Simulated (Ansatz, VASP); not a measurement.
**Two plane-wave programs on Tl**

File INCAR:

```
SYSTEM = Tl
PREC = Accurate
ENCUT = 500
EDIFF = 1E-6
ISMEAR = 0
SIGMA = 0.1
LREAL = .False.
LASPH = .True.
NELM = 120
ALGO = Normal
ISIF = 2
LWAVE = .False.
LCHARG = .True.
GGA = PS
LELF = .True.
LVHAR = .True.
NBANDS = 20
GGA_COMPAT = .False.
```

Contents of KPOINTS:

```
Automatic mesh
0
Gamma
  6 6 4
  0 0 0
```

File POSCAR:

```
Tl
1.0
    3.4973395198      0.0000000000      0.0000000000
   -1.7486697599      3.0287848698      0.0000000000
    0.0000000000      0.0000000000      5.6465616800
Tl
2
Direct
    0.3333333300      0.6666666700      0.2500000000
    0.6666666700      0.3333333300      0.7500000000
```

Input for Ansatz:

```yaml
crystal:
  lattice:
    - [3.4973395198, 0.0, 0.0]
    - [-1.7486697599, 3.0287848698, 0.0]
    - [0.0, 0.0, 5.64656168]
  atoms:
    - { symbol: Tl, position: [0.33333333, 0.66666667, 0.25] }
    - { symbol: Tl, position: [0.66666667, 0.33333333, 0.75] }
basis:
  ecutwfc: 420
kpoints:
  mp_grid: { grid: [6, 6, 4] }
hamiltonian:
  xc: pbesol
scf:
  occupations: { method: gaussian, width: 0.1 }
output:
  forces: true
  stress: true
  eigenvalues: true
```

Alike in both runs: task single point; functional PBEsol; k mesh 6 × 6 × 4; occupations gaussian, width 0.1 eV; no spin polarisation.

|  | VASP | Ansatz |
| --- | --- | --- |
| version | VASP 6.6.1 | Ansatz 0.2.0 |
| potentials or method | VASP PAW PBE potentials, release 64 (Tl_d), cutoff 500 eV | scalar-relativistic, plane waves, PAW |
| valence electrons in the cell | 26 | 26 |

```csv
,VASP,Ansatz,Ansatz less VASP
gap on the k mesh at the Fermi level (eV),none,none,-
pressure (GPa),-1.6,-1.6,+0.06
"traceless stress, the component that is largest in VASP (GPa)",1.44,1.44,+0.001
```

VASP's potentials were made for PBE, not for PBEsol. A gap of «none» marks a metal or a gap that the smearing closes. With one functional, cell and mesh, what is left measures potentials, basis and numerics.

Neither program's run includes spin-orbit coupling.
